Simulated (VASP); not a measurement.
## YHg2: single point with LDA

Crystal: YHg2.

```xyz
3
Lattice="4.7743 0.0000 0.0000 -2.3871 4.1346 0.0000 0.0000 0.0000 3.3124" Properties=species:S:1:pos:R:3 pbc="T T T"
Y     0.0000    0.0000    0.0000
Hg    0.0000    2.7564    1.6562
Hg    2.3871    1.3782    1.6562
```

```
Program                : VASP 6.6.1
Task                   : single point
Functional             : LDA
Potentials or basis    : VASP PAW LDA potentials, release 64 (Y_sv, Hg)
Cutoff                 : 520 eV
k mesh                 : 12 × 12 × 12
Occupations            : fermi-dirac, width 0.15 eV
Spin                   : no spin polarisation
Dipole correction      : no
Further INCAR settings : ALGO = Fast; EDIFF = 1e-07; NBANDS = 24
```

| Property | Result |
| --- | --- |
| Pressure | 2.5 GPa |
| Band gap on the k mesh | zero (an odd number of electrons rules out a gap without spin polarisation) |

Stress tensor (GPa, compression positive):
```
2.70 0.00 0.00
0.00 2.70 0.00
0.00 0.00 1.99
```

Levels at points of the mesh, in eV from the Fermi level:
```csv
k point,band 14,band 15,band 16,band 17,band 18,band 19,band 20,band 21
"(0.00, 0.00, 0.00)",-6.89,-6.89,-1.19,-1.19,-0.29,0.32,3.79,3.79
"(0.50, 0.00, 0.00)",-6.73,-6.12,-5.56,-0.77,-0.53,1.48,2.02,2.82
"(0.00, 0.00, 0.50)",-6.29,-4.87,-3.74,0.98,0.98,2.58,2.58,3.22
"(0.50, 0.00, 0.50)",-6.32,-4.47,-2.88,-1.59,-0.92,-0.88,2.93,3.15
```

It took 3 min on 1 thread of AMD EPYC 9R45 96-Core Processor (Zen 5), with other jobs on the host, peak memory 0.3 GiB.

Caveat: spin-orbit coupling is left out, which moves the levels of the heavy elements.
